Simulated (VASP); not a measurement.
**SrO (rock salt type): single point with PBE**

SrO (rock salt type):

```
CELL_PARAMETERS angstrom
0.00000 2.60000 2.60000
2.60000 0.00000 2.60000
2.60000 2.60000 0.00000
ATOMIC_POSITIONS crystal
Sr 0.00666 0.00666 0.00666
O 0.50000 0.50000 0.50000
```

```yaml
Program: VASP 6.6.1
Task: single point
Functional: PBE
Potentials_or_basis: VASP PAW PBE potentials, release 64 (Sr_sv, O)
Cutoff: 520 eV
k_mesh: 4 × 4 × 4
Occupations: fermi-dirac, width 0.05 eV
Spin: no spin polarisation
Dipole_correction: no
Further_INCAR_settings: ALGO = Normal; EDIFF = 1e-06; NBANDS = 15
```

```yaml
Pressure: 0.4 GPa
Largest_force: 0.109 eV/Å
Band_gap_on_the_k_mesh: 3.30 eV (least direct gap 3.41 eV)
```

Forces on the atoms (eV/Å):
```
Sr  -0.063 -0.063 -0.063
O    0.063  0.063  0.063
```

Levels at points of the mesh, in eV from the valence-band top:
```csv
k point,band 6,band 7,band 8,band 9,band 10,band 11
"(0.00, 0.00, 0.00)",0.00,0.00,0.00,3.75,6.14,6.14
"(0.50, 0.00, 0.00)",-2.10,-1.07,-1.06,6.41,8.15,8.65
"(0.50, 0.50, 0.50)",-2.10,-1.07,-1.07,6.41,8.20,8.66
"(0.50, 0.50, 0.00)",-0.48,-0.11,-0.10,3.30,7.54,9.96
```

It took 5.8 s on 1 thread of Intel(R) Xeon(R) Platinum 8559C (Emerald Rapids) (shared host), peak memory 0.15 GiB.

Caveat: the k points lie up to 0.52 Å⁻¹ apart. A k mesh can miss the band edges.
